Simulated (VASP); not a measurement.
**NiSb: relaxation of cell and atoms with PBEsol**

Crystal: NiSb.

```
Ni Sb
1.0
     3.83004    0.00000    0.00000
    -1.91502    3.31691    0.00000
     0.00000    0.00000    4.95849
Ni Sb
2 2
Cartesian
  0.0000 0.0000 0.0000
  0.0000 0.0000 2.4792
  0.0000 2.2113 1.2396
  1.9150 1.1056 3.7189
```

```json
{"Program": "VASP 6.6.1", "Task": "relaxation of cell and atoms", "Functional": "PBEsol", "Potentials or basis": "VASP PAW PBE potentials, release 64 (Ni, Sb)", "Cutoff": "600 eV", "k mesh": "12 × 12 × 8", "Occupations": "gaussian, width 0.1 eV", "Spin": "no spin polarisation", "Target pressure": "10 GPa", "Dipole correction": "no", "Further INCAR settings": "ALGO = Normal; EDIFF = 1e-06; IBRION = 2; EDIFFG = -0.008; NSW = 70; ISIF = 3"}
```

```json
{
 "Relaxed volume": "15.78 Å³/atom",
 "Relaxed cell": "a = 3.832 Å, b = 3.832 Å, c = 4.962 Å, α = 90.00°, β = 90.00°, γ = 120.00°",
 "Space group after relaxing (to 0.05 Å)": "P6_3/mmc (No. 194)",
 "Energy change on relaxing (the enthalpy is what falls)": "-1.7 meV/atom",
 "Ionic steps": "15",
 "Pressure after relaxing": "10.0 GPa",
 "Band gap on the k mesh": "zero (band 15 reaches 13.41 eV, above the bottom of band 16 at 9.69 eV)"
}
```

Stress tensor (GPa, compression positive):
```
 9.93  0.00  0.00
 0.00  9.93  0.00
 0.00  0.00 10.06
```

The path:
| step | energy change (eV) | largest force (eV/Å) | pressure (GPa) | volume (Å³) |
| --- | --- | --- | --- | --- |
| 1 | 0.0000 | 0.0000 | 10.38 | 62.99 |
| 2 | -0.0211 | 0.0000 | 9.34 | 63.34 |
| 3 | -0.0068 | 0.0000 | 10.00 | 63.10 |
| 4 | -0.0072 | 0.0000 | 10.03 | 63.11 |
| 5 | -0.0142 | 0.0000 | 9.74 | 63.22 |
| 6 | -0.0081 | 0.0000 | 9.79 | 63.12 |
| 7 | -0.0073 | 0.0000 | 9.86 | 63.11 |
| 8 | -0.0004 | 0.0000 | 10.13 | 63.00 |
| 9 | -0.0031 | 0.0000 | 10.17 | 63.04 |
| 10 | -0.0051 | 0.0000 | 10.13 | 63.07 |
| 11 | -0.0062 | 0.0000 | 10.05 | 63.09 |
| 12 | -0.0065 | 0.0000 | 10.04 | 63.09 |
| 13 | -0.0069 | 0.0000 | 10.04 | 63.10 |
| 14 | -0.0071 | 0.0000 | 10.01 | 63.10 |
| 15 | -0.0070 | 0.0000 | 9.97 | 63.10 |

Final structure:
```xyz
4
Lattice="3.8319 0.0000 0.0000 -1.9159 3.3185 0.0000 0.0000 0.0000 4.9624" Properties=species:S:1:pos:R:3 pbc="T T T"
Ni    0.0000    0.0000    0.0000
Ni    0.0000    0.0000    2.4812
Sb    0.0000    2.2123    1.2406
Sb    1.9159    1.1062    3.7218
```

Levels at points of the mesh, in eV from the Fermi level:
| k point | band 13 | band 14 | band 15 | band 16 | band 17 | band 18 |
| --- | --- | --- | --- | --- | --- | --- |
| (0.00, 0.00, 0.00) | -0.05 | 0.56 | 0.56 | 2.64 | 2.64 | 3.09 |
| (0.50, 0.00, 0.00) | -1.85 | -1.61 | -1.52 | -0.27 | 1.23 | 3.40 |
| (0.00, 0.00, 0.50) | 0.51 | 0.51 | 2.22 | 2.22 | 2.22 | 2.22 |
| (0.50, 0.00, 0.50) | -2.10 | -2.10 | 0.11 | 0.11 | 1.90 | 1.90 |

Run time: 11 min on 1 thread of Intel(R) Xeon(R) Platinum 8259CL CPU @ 2.50GHz (Skylake/Cascade Lake) (shared host), peak memory 0.3 GiB.

Caveat: the cell is relaxed towards a set pressure, so the enthalpy falls and the energy may rise; the PAW data sets were made with another functional, which shifts forces and pressure a little; spin-orbit coupling is left out, which moves the levels of the heavy elements. Spin polarisation is off, so any magnetic state and its effect on volume and gap are missing.
